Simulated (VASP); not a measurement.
# TiNi (Pm-3m) in VASP: further runs

The runs below take TiNi through electric field gradients, with r2SCAN.

Everything below comes from runs of VASP 6.6.1. Logs are shortened: lines on timing, memory, paths and dates and some standing lists are left out, and cuts for length are marked.

**1. The cell of the first run**

Symmetry: Pm-3m, No. 221, cubic system. The conventional cell has a = 2.928 Å, b = 2.928 Å, c = 2.928 Å, α = 90.00°, β = 90.00°, γ = 90.00°. Within 3.3 Å of Ti (site symmetry m-3m) lie 8 Ni at 2.54 Å and 6 Ti at 2.93 Å. Ni (site symmetry m-3m) has 8 Ti at 2.54 Å and 6 Ni at 2.93 Å within 3.3 Å.

**2. Electric field gradients, r2SCAN (12.55 Å³/atom)**

Contents of POSCAR:

```
TiNi
1.0
    2.9275869646      0.0000000000      0.0000000000
    0.0000000000      2.9275869646      0.0000000000
    0.0000000000      0.0000000000      2.9275869646
Ti Ni
1 1
Direct
    0.5000000000      0.5000000000      0.5000000000
    0.0000000000      0.0000000000      0.0000000000
```

Contents of INCAR.step1:

```
ALGO = Normal
EDIFF = 1E-4
ENCUT = 520
GGA = PE
ISMEAR = -1
LASPH = T
LCHARG = F
LREAL = F
LWAVE = T
NBANDS = 18
NELM = 60
PREC = Accurate
SIGMA = 0.05
```

Contents of INCAR.step2:

```
ALGO = Normal
EDIFF = 1E-8
ENCUT = 520
ISIF = 2
ISMEAR = -1
ISTART = 1
LASPH = T
LCHARG = F
LEFG = T
LMIXTAU = T
LREAL = F
LWAVE = F
METAGGA = R2SCAN
NBANDS = 18
NELM = 60
PREC = Accurate
SIGMA = 0.05
```

Contents of KPOINTS:

```
k-points
0
Gamma
  14 14 14
```

Potentials or basis: VASP PAW PBE potentials, release 64 (Ti_sv, Ni).

On the command line:

```sh
$ cat potpaw_PBE.64/Ti_sv/POTCAR potpaw_PBE.64/Ni/POTCAR > POTCAR
$ cp INCAR.step1 INCAR
$ mpirun -np 1 vasp_std > vasp.out
$ cp INCAR.step2 INCAR
$ mpirun -np 1 vasp_std > vasp.out
```

OUTCAR:

```text
EDIFF = 1E-8
   ENCUT = 520
   ISIF = 2
   ISMEAR = -1
   ISTART = 1
   LASPH = T
   LREAL = F
   METAGGA = R2SCAN
   NELM = 60
   PREC = Accurate

 ion  position               nearest neighbor table
   1  0.500  0.500  0.500-   2 2.54   2 2.54   2 2.54   2 2.54   2 2.54   2 2.54   2 2.54   2 2.54

   2  0.000  0.000  0.000-   1 2.54   1 2.54   1 2.54   1 2.54   1 2.54   1 2.54   1 2.54   1 2.54

  LATTYP: Found a simple cubic cell.
 ALAT       =     2.9275869646

  Lattice vectors:

 A1 = (   2.9275869646,   0.0000000000,   0.0000000000)
 A2 = (   0.0000000000,   2.9275869646,   0.0000000000)
 A3 = (   0.0000000000,   0.0000000000,   2.9275869646)

Analysis of symmetry for initial positions (statically):
=====================================================================
 Subroutine PRICEL returns:
 Original cell was already a primitive cell.

 Routine SETGRP: Setting up the symmetry group for a
 simple cubic supercell.

 Subroutine GETGRP returns: Found 48 space group operations
 (whereof 48 operations were pure point group operations)
 out of a pool of 48 trial point group operations.

The static configuration has the point symmetry O_h .

Analysis of symmetry for dynamics (positions and initial velocities):
=====================================================================
 Subroutine PRICEL returns:
 Original cell was already a primitive cell.

 Routine SETGRP: Setting up the symmetry group for a
 simple cubic supercell.

 Subroutine GETGRP returns: Found 48 space group operations
 (whereof 48 operations were pure point group operations)
 out of a pool of 48 trial point group operations.

The dynamic configuration has the point symmetry O_h .

 Subroutine INISYM returns: Found 48 space group operations
 (whereof 48 operations are pure point group operations),
 and found     1 'primitive' translations

----------------------------------------------------------------------------------------

                                     Primitive cell

  volume of cell :      25.0917

  direct lattice vectors                    reciprocal lattice vectors
     2.927586965  0.000000000  0.000000000     0.341578239  0.000000000  0.000000000
     0.000000000  2.927586965  0.000000000     0.000000000  0.341578239  0.000000000
     0.000000000  0.000000000  2.927586965     0.000000000  0.000000000  0.341578239

  length of vectors
     2.927586965  2.927586965  2.927586965     0.341578239  0.341578239  0.341578239

  position of ions in fractional coordinates (direct lattice)
     0.500000000  0.500000000  0.500000000
     0.000000000  0.000000000  0.000000000

  ion indices of the primitive-cell ions
   primitive index   ion index
                 1           1
                 2           2

----------------------------------------------------------------------------------------

 KPOINTS: k-points

Automatic generation of k-mesh.
 Grid dimensions read from file:
 generate k-points for:   14   14   14

 Generating k-lattice:

  Cartesian coordinates                     Fractional coordinates (reciprocal lattice)
     0.024398446  0.000000000  0.000000000     0.071428571  0.000000000  0.000000000
     0.000000000  0.024398446  0.000000000     0.000000000  0.071428571  0.000000000
     0.000000000  0.000000000  0.024398446     0.000000000  0.000000000  0.071428571

  Length of vectors
     0.024398446  0.024398446  0.024398446

  Shift w.r.t. Gamma in fractional coordinates (k-lattice)
     0.000000000  0.000000000  0.000000000

 Subroutine IBZKPT returns following result:
 ===========================================

 Found    120 irreducible k-points:

 Following reciprocal coordinates:
            Coordinates               Weight
  0.000000  0.000000  0.000000      1.000000
  0.071429  0.000000  0.000000      6.000000
  0.142857  0.000000  0.000000      6.000000
  0.214286  0.000000  0.000000      6.000000
  0.285714  0.000000  0.000000      6.000000
  0.357143  0.000000  0.000000      6.000000
[... 16 lines left out ...]
  0.285714  0.214286  0.000000     24.000000
  0.357143  0.214286  0.000000     24.000000
 [... further k-points ...]
   k-points           NKPTS =    120   k-points in BZ     NKDIM =    120   number of bands    NBANDS=     18
   number of dos      NEDOS =    301   number of ions     NIONS =      2
   total plane-waves  NPLWV =  13824
   dimension x,y,z NGX =    24 NGY =   24 NGZ =   24
   dimension x,y,z NGXF=    48 NGYF=   48 NGZF=   48
   ions per type =               1   1
   NGX,Y,Z   is equivalent  to a cutoff of  13.63, 13.63, 13.63 a.u.
   NGXF,Y,Z  is equivalent  to a cutoff of  27.26, 27.26, 27.26 a.u.
 SYSTEM =  unknown system
   PREC   = accura    normal or accurate (medium, high low for compatibility)
   ISTART =      1    job   : 0-new  1-cont  2-samecut
   ICHARG =      0    charge: 1-file 2-atom 10-const
   ISPIN  =      1    spin polarized calculation?
   LNONCOLLINEAR =      F non collinear calculations
   LSORBIT =      F    spin-orbit coupling
   LASPH  =      T    aspherical Exc in radial PAW
   ENCUT  =  520.0 eV  38.22 Ry    6.18 a.u.   5.44  5.44  5.44*2*pi/ulx,y,z
   NELM   =     60;   NELMIN=  2; NELMDL=  0     # of ELM steps
   EDIFF  = 0.1E-07   stopping-criterion for ELM
   LREAL  =      F    real-space projection
   EDIFFG = 0.1E-06   stopping-criterion for IOM
   NSW    =      0    number of steps for IOM
   IBRION =     -1    ionic relax: 0-MD 1-quasi-New 2-CG
   NFREE  =      0    steps in history (QN), initial steepest desc. (CG)
   ISIF   =      2    stress and relaxation
   ISYM   =      2    0-nonsym 1-usesym 2-fastsym
   POTIM  = 0.5000    time-step for ionic-motion
   TEBEG  =    0.0;   TEEND  =   0.0 temperature during run
   PSTRESS=    0.0 pullay stress
   NELECT =      22.0000    total number of electrons
   NUPDOWN=      -1.0000    fix difference up-down
   EMIN   =  10.00;   EMAX   =-10.00  energy-range for DOS
   EFERMI =   0.00;   METHOD = LEGACY
   ISMEAR =    -1;   SIGMA  =   0.05  broadening in eV -4-tet -1-fermi 0-gaus
   EFERMI_NEDOS =   21; number of points for ismear=-14 and -15
   IALGO  =     38    algorithm
   IMIX   =      4    mixing-type and parameters
     AMIX     =   0.40;   BMIX     =  1.00
     AMIX_MAG =   1.60;   BMIX_MAG =  1.00
  volume/ion in A,a.u.               =      12.55        84.66
  Fermi-wavevector in a.u.,A,eV,Ry     =   1.566893  2.960998 33.404380  2.455153
  Thomas-Fermi vector in A             =   2.669153
   LORBIT       =      0    0 simple, 1 ext, 2 COOP (PROOUT), +10 PAW based schemes
   METAGGA = R2SCAN    functional components
   LHFCALC =     F    Hartree Fock is set to
   AEXX    =    0.0000 exact exchange contribution
   IVDW    =     0    specifies the selected vdW correction
   LEPSILON=     F    determine dielectric tensor
   LRPA    =     F    only Hartree local field effects (RPA)
 non-spin polarized calculation
  energy-cutoff  :      520.00
  volume of cell :       25.09
 maximum number of plane-waves:       695
 NGX is ok and might be reduce to    24
   NGX = 11   NGY = 11   NGZ = 11

 number of electron      22.0000003 magnetization

 Free energy of the ion-electron system (eV)
  ---------------------------------------------------
  ext. energy  EPLUGINS =         0.00000000
  ---------------------------------------------------
  free energy    TOTEN  =       -25.51876479 eV

  energy without entropy =      -25.49845599  energy(sigma->0) =      -25.50861039

 E-fermi :  10.4160     XC(G=0): -13.9241

 val. band max:       10.4141919640   @ k =   0.2857   0.0714   0.0714
 cond. band min:      10.4484743013   @ k =   0.5000   0.2857   0.2143
 fundamental gap:      0.0342823373
 Fermi energy:        10.4159835276

 k-point     1 :       0.0000    0.0000    0.0000
  band No.  band energies     occupation
      1     -49.0730      2.00000
      2     -24.1034      2.00000
      3     -24.1034      2.00000
      4     -24.1034      2.00000
      5       1.8630      2.00000
      6       5.9869      2.00000
[... 10 lines left out ...]
     17      19.9138      0.00000
     18      19.9138      0.00000

 k-point     2 :       0.0714    0.0000    0.0000
  band No.  band energies     occupation
      1     -49.0709      2.00000
      2     -24.1227      2.00000
      3     -24.1020      2.00000
      4     -24.1020      2.00000
      5       1.9730      2.00000
      6       6.0326      2.00000
[... 10 lines left out ...]
     17      20.1749      0.00000
     18      20.1749      0.00000

 k-point     3 :       0.1429    0.0000    0.0000
  band No.  band energies     occupation
      1     -49.0650      2.00000
      2     -24.1764      2.00000
      3     -24.0979      2.00000
      4     -24.0979      2.00000
      5       2.2969      2.00000
      6       6.1647      2.00000
[... 10 lines left out ...]
     17      20.8869      0.00000
     18      20.8869      0.00000

 k-point     4 :       0.2143    0.0000    0.0000
  band No.  band energies     occupation
      1     -49.0565      2.00000
      2     -24.2534      2.00000
      3     -24.0920      2.00000
      4     -24.0920      2.00000
      5       2.8167      2.00000
      6       6.3417      2.00000
[... 375 lines left out ...]
      4     -24.0796      2.00000
      5       3.6512      2.00000
      6       6.5246      2.00000
[... 10 lines left out ...]
     17      19.3889      0.00000
     18      23.3131      0.00000

 k-point    23 :       0.2857    0.2143    0.0000
  band No.  band energies     occupation
      1     -49.0316      2.00000
      2     -24.3193      2.00000
      3     -24.2266      2.00000
      4     -24.0725      2.00000
      5       4.2210      2.00000
      6       6.5811      2.00000
[... 10 lines left out ...]
     17      19.7901      0.00000
     18      24.2628      0.00000

 k-point    24 :       0.3571    0.2143    0.0000
  band No.  band energies     occupation
      1     -49.0234      2.00000
      2     -24.3917      2.00000
      3     -24.2185      2.00000
      4     -24.0661      2.00000
      5       4.8413      2.00000
      6       6.5653      2.00000
[... 10 lines left out ...]
     17      20.5505      0.00000
     18      24.8681      0.00000

 [... further k-points ...]

------------------------ aborting loop because EDIFF is reached ----------------------------------------

  FORCE on cell =-STRESS in cart. coord.  units (eV):
  Direction    XX          YY          ZZ          XY          YZ          ZX
  --------------------------------------------------------------------------------------
  -------------------------------------------------------------------------------------
  Total        2.0074725      2.0074725      2.0074725     -0.0000000      0.0000000     -0.0000000
  in kB      128.1830983    128.1830983    128.1830983     -0.0000000      0.0000000     -0.0000000
  external PRESSURE =     128.1830983 kB  Pullay stress =       0.0000000 kB

 VOLUME and BASIS-vectors are now :
 -----------------------------------------------------------------------------
  energy-cutoff  :      520.00
  volume of cell :       25.09
      direct lattice vectors                 reciprocal lattice vectors
     2.927586965  0.000000000  0.000000000     0.341578239  0.000000000  0.000000000
     0.000000000  2.927586965  0.000000000     0.000000000  0.341578239  0.000000000
     0.000000000  0.000000000  2.927586965     0.000000000  0.000000000  0.341578239

 POSITION                                       TOTAL-FORCE (eV/Angst)
 -----------------------------------------------------------------------------------
      1.46379      1.46379      1.46379         0.000000      0.000000      0.000000
      0.00000      0.00000      0.00000         0.000000      0.000000      0.000000
 -----------------------------------------------------------------------------------
    total drift:                                0.000000      0.000000     -0.000000

  FREE ENERGIE OF THE ION-ELECTRON SYSTEM (eV)
  ---------------------------------------------------
  free  energy   TOTEN  =       -25.5187647879 eV

  energy  without entropy=      -25.4984559869  energy(sigma->0) =      -25.50861039

 Electric field gradients (V/A^2)
---------------------------------------------------------------------
 ion       V_xx      V_yy      V_zz      V_xy      V_xz      V_yz
---------------------------------------------------------------------
   1       0.000     0.000    -0.000     0.000    -0.000     0.000
   2      -0.000    -0.000     0.000    -0.000     0.000    -0.000
---------------------------------------------------------------------

 Electric field gradients after diagonalization (V/A^2)
 (convention: |V_zz| > |V_xx| > |V_yy|)
----------------------------------------------------------------------
 ion       V_xx      V_yy      V_zz     asymmetry (V_yy - V_xx)/ V_zz
----------------------------------------------------------------------
   1      -0.000     0.000     0.000       1.125
   2      -0.000    -0.000     0.000       0.026
----------------------------------------------------------------------

           NMR quadrupolar parameters

 Cq : quadrupolar parameter    Cq=e*Q*V_zz/h
 eta: asymmetry parameters     (V_yy - V_xx)/ V_zz
 Q  : nuclear electric quadrupole moment in mb (millibarn)
----------------------------------------------------------------------
 ion       Cq(MHz)       eta       Q (mb)
----------------------------------------------------------------------
   1       0.000       1.125       1.000
   2       0.000       0.026       1.000
----------------------------------------------------------------------
```

Wall time 2.9 min (1 thread of Intel Xeon Platinum 8259CL at 2.50GHz (Skylake/Cascade Lake), shared host); peak memory 0.19 GiB.

What came out:

```yaml
Free_energy: -25.5188 eV
Pressure: 12.8 GPa
Band_gap_on_the_k_mesh: zero (bands 11 and 12 overlap by 1.97 eV)
Largest_electric_field_gradient_by_atom: under 0.05 V/Å² on every atom
```

Caveat: the cell stands under pressure; the PAW data sets were made with another functional, which shifts forces and pressure a little. Spin polarisation is off, so any magnetic state and its effect on volume and gap are missing.

[end of part 1 of 2]

The gap in the log of VASP goes by the Fermi energy; the results here count the filled bands.